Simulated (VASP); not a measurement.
# Zr3SiO (Pm-3m) in VASP: a series of runs

The runs below take Zr3SiO through single point, relaxation of cell and atoms, with PBE.

All numbers are computed with VASP 6.6.1; they aren't measurements. Logs are shortened: lines on timing, memory, paths and dates and some standing lists are left out, and cuts for length are marked.

## Step 1: The cell of the first run

The structure is cubic, space group Pm-3m (No. 221). Conventional cell: a = 4.218 Å, b = 4.218 Å, c = 4.218 Å, α = 90.00°, β = 90.00°, γ = 90.00°. Zr (site symmetry 4/mmm) has 2 Si at 2.11 Å within 2.8 Å. Si (site symmetry m-3m) has 6 Zr at 2.11 Å within 2.8 Å. Within 3.9 Å of O (site symmetry m-3m) lie 12 Zr at 2.98 Å and 8 Si at 3.65 Å.

## Step 2: Single point, PBE

File INCAR:

```
PREC = Accurate
ENCUT = 520
EDIFF = 1E-6
ISMEAR = 0
SIGMA = 0.1
LREAL = False
LASPH = True
NELM = 80
ALGO = Normal
ISIF = 2
LWAVE = False
LCHARG = False
GGA = PE
NBANDS = 31
```

File KPOINTS:

```
Automatic mesh
0
Gamma
  4 4 4
```

File POSCAR:

```
Zr3SiO
1.0
    4.2180019800      0.0000000000      0.0000000000
    0.0000000000      4.2180019800      0.0000000000
    0.0000000000      0.0000000000      4.2180019800
Zr Si O
3 1 1
Direct
    0.0000000000      0.5000000000      0.5000000000
    0.5000000000      0.0000000000      0.5000000000
    0.5000000000      0.5000000000      0.0000000000
    0.5000000000      0.5000000000      0.5000000000
    0.0000000000      0.0000000000      0.0000000000
```

Potentials or basis: VASP PAW PBE potentials, release 64 (Zr_sv, Si, O).

Launch:

```
$ cat potpaw_PBE.64/Zr_sv/POTCAR potpaw_PBE.64/Si/POTCAR potpaw_PBE.64/O/POTCAR > POTCAR
$ mpirun -np 1 vasp_std > vasp.out
```

OUTCAR:

```text
PREC = Accurate
   ENCUT = 520
   EDIFF = 1E-6
   ISMEAR = 0
   LREAL = False
   LASPH = True
   NELM = 80
   ISIF = 2
   GGA = PE

 ion  position               nearest neighbor table
   1  0.000  0.500  0.500-   4 2.11   4 2.11   2 2.98   3 2.98   2 2.98   2 2.98   3 2.98   3 2.98
                             3 2.98   2 2.98
   2  0.500  0.000  0.500-   4 2.11   4 2.11   1 2.98   3 2.98   1 2.98   3 2.98   3 2.98   3 2.98
                             1 2.98   1 2.98
   3  0.500  0.500  0.000-   4 2.11   4 2.11   1 2.98   1 2.98   2 2.98   2 2.98   2 2.98   2 2.98
                             1 2.98   1 2.98
   4  0.500  0.500  0.500-   1 2.11   2 2.11   3 2.11   3 2.11   2 2.11   1 2.11
   5  0.000  0.000  0.000-

  LATTYP: Found a simple cubic cell.
 ALAT       =     4.2180019800

  Lattice vectors:

 A1 = (   4.2180019800,   0.0000000000,   0.0000000000)
 A2 = (   0.0000000000,   4.2180019800,   0.0000000000)
 A3 = (   0.0000000000,   0.0000000000,   4.2180019800)

Analysis of symmetry for initial positions (statically):
=====================================================================
 Subroutine PRICEL returns:
 Original cell was already a primitive cell.

 Routine SETGRP: Setting up the symmetry group for a
 simple cubic supercell.

 Subroutine GETGRP returns: Found 48 space group operations
 (whereof 48 operations were pure point group operations)
 out of a pool of 48 trial point group operations.

The static configuration has the point symmetry O_h .

Analysis of symmetry for dynamics (positions and initial velocities):
=====================================================================
 Subroutine PRICEL returns:
 Original cell was already a primitive cell.

 Routine SETGRP: Setting up the symmetry group for a
 simple cubic supercell.

 Subroutine GETGRP returns: Found 48 space group operations
 (whereof 48 operations were pure point group operations)
 out of a pool of 48 trial point group operations.

The dynamic configuration has the point symmetry O_h .

 Subroutine INISYM returns: Found 48 space group operations
 (whereof 48 operations are pure point group operations),
 and found     1 'primitive' translations

----------------------------------------------------------------------------------------

                                     Primitive cell

  volume of cell :      75.0448

  direct lattice vectors                    reciprocal lattice vectors
     4.218001980  0.000000000  0.000000000     0.237079073  0.000000000  0.000000000
     0.000000000  4.218001980  0.000000000     0.000000000  0.237079073  0.000000000
     0.000000000  0.000000000  4.218001980     0.000000000  0.000000000  0.237079073

  length of vectors
     4.218001980  4.218001980  4.218001980     0.237079073  0.237079073  0.237079073

  position of ions in fractional coordinates (direct lattice)
     0.000000000  0.500000000  0.500000000
     0.500000000  0.000000000  0.500000000
     0.500000000  0.500000000  0.000000000
     0.500000000  0.500000000  0.500000000
     0.000000000  0.000000000  0.000000000

  ion indices of the primitive-cell ions
   primitive index   ion index
                 1           1
                 2           2
                 3           3
                 4           4
                 5           5

----------------------------------------------------------------------------------------

 KPOINTS: Automatic mesh

Automatic generation of k-mesh.
 Grid dimensions read from file:
 generate k-points for:    4    4    4

 Generating k-lattice:

  Cartesian coordinates                     Fractional coordinates (reciprocal lattice)
     0.059269768  0.000000000  0.000000000     0.250000000  0.000000000  0.000000000
     0.000000000  0.059269768  0.000000000     0.000000000  0.250000000  0.000000000
     0.000000000  0.000000000  0.059269768     0.000000000  0.000000000  0.250000000

  Length of vectors
     0.059269768  0.059269768  0.059269768

  Shift w.r.t. Gamma in fractional coordinates (k-lattice)
     0.000000000  0.000000000  0.000000000

 Subroutine IBZKPT returns following result:
 ===========================================

 Found     10 irreducible k-points:

 Following reciprocal coordinates:
            Coordinates               Weight
  0.000000  0.000000  0.000000      1.000000
  0.250000  0.000000  0.000000      6.000000
  0.500000  0.000000  0.000000      3.000000
  0.250000  0.250000  0.000000     12.000000
  0.500000  0.250000  0.000000     12.000000
  0.500000  0.500000  0.000000      3.000000
  0.250000  0.250000  0.250000      8.000000
  0.500000  0.250000  0.250000     12.000000
  0.500000  0.500000  0.250000      6.000000
  0.500000  0.500000  0.500000      1.000000
   k-points           NKPTS =     10   k-points in BZ     NKDIM =     10   number of bands    NBANDS=     31
   number of dos      NEDOS =    301   number of ions     NIONS =      5
   total plane-waves  NPLWV =  32768
   dimension x,y,z NGX =    32 NGY =   32 NGZ =   32
   dimension x,y,z NGXF=    64 NGYF=   64 NGZF=   64
   ions per type =               3   1   1
   NGX,Y,Z   is equivalent  to a cutoff of  12.61, 12.61, 12.61 a.u.
   NGXF,Y,Z  is equivalent  to a cutoff of  25.22, 25.22, 25.22 a.u.
 SYSTEM =  unknown system
   PREC   = accura    normal or accurate (medium, high low for compatibility)
   ISTART =      0    job   : 0-new  1-cont  2-samecut
   ICHARG =      2    charge: 1-file 2-atom 10-const
   ISPIN  =      1    spin polarized calculation?
   LNONCOLLINEAR =      F non collinear calculations
   LSORBIT =      F    spin-orbit coupling
   LASPH  =      T    aspherical Exc in radial PAW
   ENCUT  =  520.0 eV  38.22 Ry    6.18 a.u.   7.84  7.84  7.84*2*pi/ulx,y,z
   NELM   =     80;   NELMIN=  2; NELMDL= -5     # of ELM steps
   EDIFF  = 0.1E-05   stopping-criterion for ELM
   LREAL  =      F    real-space projection
   EDIFFG = 0.1E-04   stopping-criterion for IOM
   NSW    =      0    number of steps for IOM
   IBRION =     -1    ionic relax: 0-MD 1-quasi-New 2-CG
   NFREE  =      0    steps in history (QN), initial steepest desc. (CG)
   ISIF   =      2    stress and relaxation
   ISYM   =      2    0-nonsym 1-usesym 2-fastsym
   POTIM  = 0.5000    time-step for ionic-motion
   TEBEG  =    0.0;   TEEND  =   0.0 temperature during run
   PSTRESS=    0.0 pullay stress
   NELECT =      46.0000    total number of electrons
   NUPDOWN=      -1.0000    fix difference up-down
   EMIN   =  10.00;   EMAX   =-10.00  energy-range for DOS
   EFERMI =   0.00;   METHOD = LEGACY
   ISMEAR =     0;   SIGMA  =   0.10  broadening in eV -4-tet -1-fermi 0-gaus
   EFERMI_NEDOS =   21; number of points for ismear=-14 and -15
   IALGO  =     38    algorithm
   IMIX   =      4    mixing-type and parameters
     AMIX     =   0.40;   BMIX     =  1.00
     AMIX_MAG =   1.60;   BMIX_MAG =  1.00
  volume/ion in A,a.u.               =      15.01       101.29
  Fermi-wavevector in a.u.,A,eV,Ry     =   1.390659  2.627965 26.312750  1.933933
  Thomas-Fermi vector in A             =   2.514573
   LORBIT       =      0    0 simple, 1 ext, 2 COOP (PROOUT), +10 PAW based schemes
   GGA     = PE    functional components
   LHFCALC =     F    Hartree Fock is set to
   AEXX    =    0.0000 exact exchange contribution
   IVDW    =     0    specifies the selected vdW correction
   LEPSILON=     F    determine dielectric tensor
   LRPA    =     F    only Hartree local field effects (RPA)
 non-spin polarized calculation
 Gauss-broadening in eV      SIGMA  =   0.10
  energy-cutoff  :      520.00
  volume of cell :       75.04
 maximum number of plane-waves:      2048
 NGX is ok and might be reduce to    32
   NGX = 15   NGY = 15   NGZ = 15

 number of electron      45.9999997 magnetization

 Free energy of the ion-electron system (eV)
  ---------------------------------------------------
  ext. energy  EPLUGINS =         0.00000000
  ---------------------------------------------------
  free energy    TOTEN  =       -25.26413192 eV

  energy without entropy =      -25.23740503  energy(sigma->0) =      -25.25076847

 E-fermi :  10.6477     XC(G=0): -11.8082

 val. band max:       10.6388215476   @ k =   0.5000   0.0000   0.0000
 cond. band min:      10.6529158254   @ k =   0.5000   0.2500   0.0000
 fundamental gap:      0.0140942778
 Fermi energy:        10.6477107276

 k-point     1 :       0.0000    0.0000    0.0000
  band No.  band energies     occupation
      1     -37.7764      2.00000
      2     -37.3922      2.00000
      3     -37.3922      2.00000
      4     -16.8725      2.00000
      5     -16.8725      2.00000
      6     -16.8725      2.00000
[... 23 lines left out ...]
     30      13.6629      0.00000
     31      13.6629      0.00000

 k-point     2 :       0.2500    0.0000    0.0000
  band No.  band energies     occupation
      1     -37.7276      2.00000
      2     -37.4397      2.00000
      3     -37.3916      2.00000
      4     -16.7908      2.00000
      5     -16.7908      2.00000
      6     -16.7618      2.00000
[... 23 lines left out ...]
     30      14.0400      0.00000
     31      14.4655      0.00000

 k-point     3 :       0.5000    0.0000    0.0000
  band No.  band energies     occupation
      1     -37.6505      2.00000
      2     -37.5155      2.00000
      3     -37.3910      2.00000
      4     -16.6942      2.00000
      5     -16.6942      2.00000
      6     -16.5957      2.00000
[... 23 lines left out ...]
     30      14.0790      0.00000
     31      14.3601      0.00000

 k-point     4 :       0.2500    0.2500    0.0000
  band No.  band energies     occupation
      1     -37.6837      2.00000
      2     -37.4535      2.00000
      3     -37.4187      2.00000
      4     -17.0414      2.00000
      5     -16.7053      2.00000
      6     -16.3855      2.00000
[... 23 lines left out ...]
     30      14.2662      0.00000
     31      14.4533      0.00000

 k-point     5 :       0.5000    0.2500    0.0000
  band No.  band energies     occupation
      1     -37.6109      2.00000
      2     -37.5146      2.00000
      3     -37.4273      2.00000
      4     -17.1206      2.00000
      5     -16.6022      2.00000
      6     -16.1239      2.00000
[... 23 lines left out ...]
     30      14.1805      0.00000
     31      14.3918      0.00000

 k-point     6 :       0.5000    0.5000    0.0000
  band No.  band energies     occupation
      1     -37.5213      2.00000
      2     -37.5137      2.00000
      3     -37.5137      2.00000
      4     -17.3133      2.00000
      5     -16.4872      2.00000
      6     -16.2100      2.00000
[... 23 lines left out ...]
     30      13.1149      0.00000
     31      13.5824      0.00000

 k-point     7 :       0.2500    0.2500    0.2500
  band No.  band energies     occupation
      1     -37.6463      2.00000
      2     -37.4527      2.00000
      3     -37.4527      2.00000
      4     -17.3383      2.00000
      5     -16.3247      2.00000
      6     -16.3247      2.00000
[... 23 lines left out ...]
     30      13.3947      0.00000
     31      14.3849      0.00000

 k-point     8 :       0.5000    0.2500    0.2500
  band No.  band energies     occupation
      1     -37.5819      2.00000
      2     -37.5137      2.00000
      3     -37.4520      2.00000
      4     -17.4950      2.00000
      5     -16.2170      2.00000
      6     -16.0770      2.00000
[... 23 lines left out ...]
     30      13.4069      0.00000
     31      14.4628      0.00000

 k-point     9 :       0.5000    0.5000    0.2500
  band No.  band energies     occupation
      1     -37.5166      2.00000
      2     -37.5128      2.00000
      3     -37.5128      2.00000
      4     -17.7153      2.00000
      5     -16.2028      2.00000
      6     -16.0642      2.00000
[... 23 lines left out ...]
     30      13.8202      0.00000
     31      14.9896      0.00000

 k-point    10 :       0.5000    0.5000    0.5000
  band No.  band energies     occupation
      1     -37.5119      2.00000
      2     -37.5119      2.00000
      3     -37.5119      2.00000
      4     -17.9719      2.00000
      5     -16.1956      2.00000
      6     -16.1956      2.00000
[... 23 lines left out ...]
     30      15.2655      0.00000
     31      15.2655      0.00000

------------------------ aborting loop because EDIFF is reached ----------------------------------------

  FORCE on cell =-STRESS in cart. coord.  units (eV):
  Direction    XX          YY          ZZ          XY          YZ          ZX
  --------------------------------------------------------------------------------------
  -------------------------------------------------------------------------------------
  Total       35.6806260     35.6806260     35.6806260      0.0000000     -0.0000000     -0.0000000
  in kB      761.7679724    761.7679724    761.7679724      0.0000000     -0.0000000     -0.0000000
  external PRESSURE =     761.7679724 kB  Pullay stress =       0.0000000 kB

 VOLUME and BASIS-vectors are now :
 -----------------------------------------------------------------------------
  energy-cutoff  :      520.00
  volume of cell :       75.04
      direct lattice vectors                 reciprocal lattice vectors
     4.218001980  0.000000000  0.000000000     0.237079073  0.000000000  0.000000000
     0.000000000  4.218001980  0.000000000     0.000000000  0.237079073  0.000000000
     0.000000000  0.000000000  4.218001980     0.000000000  0.000000000  0.237079073

 POSITION                                       TOTAL-FORCE (eV/Angst)
 -----------------------------------------------------------------------------------
      0.00000      2.10900      2.10900         0.000000      0.000000      0.000000
      2.10900      0.00000      2.10900         0.000000      0.000000      0.000000
      2.10900      2.10900      0.00000         0.000000      0.000000      0.000000
      2.10900      2.10900      2.10900         0.000000      0.000000      0.000000
      0.00000      0.00000      0.00000         0.000000      0.000000      0.000000
 -----------------------------------------------------------------------------------
    total drift:                                0.000000     -0.000000     -0.000000

  FREE ENERGIE OF THE ION-ELECTRON SYSTEM (eV)
  ---------------------------------------------------
  free  energy   TOTEN  =       -25.2641319196 eV

  energy  without entropy=      -25.2374050292  energy(sigma->0) =      -25.25076847
```

Wall time 13 s (1 thread of Intel Xeon Platinum 8488C (Sapphire Rapids), shared host); peak memory 0.18 GiB.

What came out:

| Quantity | Value |
| --- | --- |
| Free energy | -25.2641 eV |
| Pressure | 76.2 GPa |
| Band gap on the k mesh | zero (band 23 reaches 11.51 eV, above the bottom of band 24 at 9.90 eV) |

Levels at points of the mesh, in eV from the Fermi level:
```tsv
k point	band 21	band 22	band 23	band 24	band 25	band 26
(0.00, 0.00, 0.00)	-2.42	-1.78	-1.78	2.06	2.06	2.24
(0.50, 0.00, 0.00)	-1.26	-0.35	-0.35	-0.19	-0.01	0.15
(0.50, 0.50, 0.00)	-0.53	-0.53	0.86	0.87	0.87	1.88
(0.50, 0.50, 0.50)	-1.02	0.51	0.51	0.51	0.94	0.94
```

Caveat: the k points lie up to 0.37 Å⁻¹ apart.

## Step 3: Single point, PBE

This run uses another cell than the first one, of 23.88 Å³/atom, 1.591 times its volume.

File INCAR:

```
SYSTEM = Zr3SiO
PREC     = Accurate       ! precision mode
ENCUT    = 520            ! plane-wave cutoff, eV
EDIFF    = 1E-6           ! SCF threshold, eV
ISMEAR   = 0              ! smearing method
SIGMA    = 0.1            ! smearing width, eV
LREAL    = .FALSE.        ! projectors in reciprocal space
LASPH    = .TRUE.         ! aspherical terms in the spheres
NELM     = 80             ! most SCF steps
ALGO     = Normal         ! electronic algorithm
ISIF     = 2              ! what is computed and relaxed
LWAVE    = .FALSE.        ! write WAVECAR
LCHARG   = .FALSE.        ! write CHGCAR
GGA      = PE             ! functional
NBANDS   = 31             ! bands
```

File KPOINTS:

```
regular mesh
0
G
  4 4 4
  0 0 0
```

Changes to POSCAR since step 2:

```diff
@@ -2,5 +2,5 @@
 1.0
-    4.2180019800      0.0000000000      0.0000000000
-    0.0000000000      4.2180019800      0.0000000000
-    0.0000000000      0.0000000000      4.2180019800
+    4.9244826610      0.0000000000      0.0000000000
+    0.0000000000      4.9244826610      0.0000000000
+    0.0000000000      0.0000000000      4.9244826610
 Zr Si O
```

Potentials or basis: VASP PAW PBE potentials, release 64 (Zr_sv, Si, O).

Launch:

```
$ cat potpaw_PBE.64/Zr_sv/POTCAR potpaw_PBE.64/Si/POTCAR potpaw_PBE.64/O/POTCAR > POTCAR
$ mpirun -np 1 vasp_std > vasp.out
```

Wall time 34 s (1 thread of Intel Xeon Platinum 8488C (Sapphire Rapids), shared host); peak memory 0.25 GiB.

It converged, with:

```
Free energy            : -32.6672 eV
Pressure               : 0.0 GPa
Band gap on the k mesh : zero (band 23 reaches 6.12 eV, above the bottom of band 24 at 5.24 eV)
```

Levels at points of the mesh, in eV from the Fermi level:
```
           k point  band 19  band 20  band 21  band 22  band 23  band 24  band 25  band 26  band 27  band 28
(0.00, 0.00, 0.00)    -1.62    -1.62    -1.62    -0.88    -0.88    -0.08    -0.08    -0.08     1.47     1.47
(0.50, 0.00, 0.00)    -1.62    -1.62    -1.42    -0.34     0.00     0.00     0.05     0.27     1.46     1.46
(0.50, 0.50, 0.00)    -2.25    -2.21    -0.09    -0.09     0.32     0.64     0.64     1.08     1.08     1.32
(0.50, 0.50, 0.50)    -2.20    -2.20    -0.43     0.52     0.52     0.52     0.73     0.73     0.73     2.52
```

(Part 1 of 3 ends here.)
